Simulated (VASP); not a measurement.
**Mg5SiN2: single point with PBE**

Mg5SiN2:

```xyz
8
Lattice="4.8200 0.0000 0.0000 -2.4100 4.1742 0.0000 0.0000 0.0000 6.6225" Properties=species:S:1:pos:R:3 pbc="T T T"
Mg    0.0000    2.7828    5.2735
Mg    2.4100    1.3914    5.2735
Mg    2.4100    1.3914    1.3491
Mg    0.0000    2.7828    1.3491
Mg    0.0000    0.0000    3.3113
Si    0.0000    0.0000    0.0000
N     0.0000    2.7828    3.3113
N     2.4100    1.3914    3.3113
```

The cell was built from a structure type or drawn by symmetry, and may not be a known phase.

```json
{
 "Program": "VASP 6.6.1",
 "Task": "single point",
 "Functional": "PBE",
 "Potentials or basis": "VASP PAW PBE potentials, release 64 (Mg, Si, N)",
 "Cutoff": "600 eV",
 "k mesh": "3 × 3 × 2",
 "Occupations": "gaussian, width 0.15 eV",
 "Spin": "no spin polarisation",
 "Dipole correction": "no",
 "Further INCAR settings": "ALGO = Normal; EDIFF = 1e-06; NBANDS = 22"
}
```

| Item | Value |
| --- | --- |
| Pressure | 0.0 GPa |
| Largest force | 0.004 eV/Å |
| Band gap on the k mesh | zero (bands 12 and 13 overlap by 0.81 eV) |

Forces in eV/Å, atoms in the order of the input:
```
Mg   0.000  0.000 -0.004
Mg   0.000  0.000 -0.004
Mg   0.000  0.000  0.004
Mg   0.000  0.000  0.004
Mg   0.000  0.000  0.000
Si   0.000  0.000  0.000
N    0.000  0.000  0.000
N    0.000  0.000  0.000
```

Stress tensor (GPa, compression positive):
```
 0.06  0.00  0.00
 0.00  0.06  0.00
 0.00  0.00 -0.12
```

Levels at points of the mesh, in eV from the Fermi level:
| k point | band 8 | band 9 | band 10 | band 11 | band 12 | band 13 | band 14 | band 15 | band 16 | band 17 |
| --- | --- | --- | --- | --- | --- | --- | --- | --- | --- | --- |
| (0.00, 0.00, 0.00) | -1.35 | -1.35 | -1.15 | -0.36 | -0.14 | -0.14 | 0.04 | 1.46 | 1.46 | 3.10 |
| (0.00, 0.00, 0.50) | -1.87 | -0.91 | -0.91 | -0.79 | -0.79 | -0.07 | 1.05 | 1.05 | 2.75 | 3.13 |

Wall time 41 s on 1 thread of AMD EPYC 7R43 64-Core Processor (Zen 3), on a shared host, peak memory 0.24 GiB.

Caveat: the k points lie up to 0.50 Å⁻¹ apart, too coarse for converged energies and pressures of a metal.
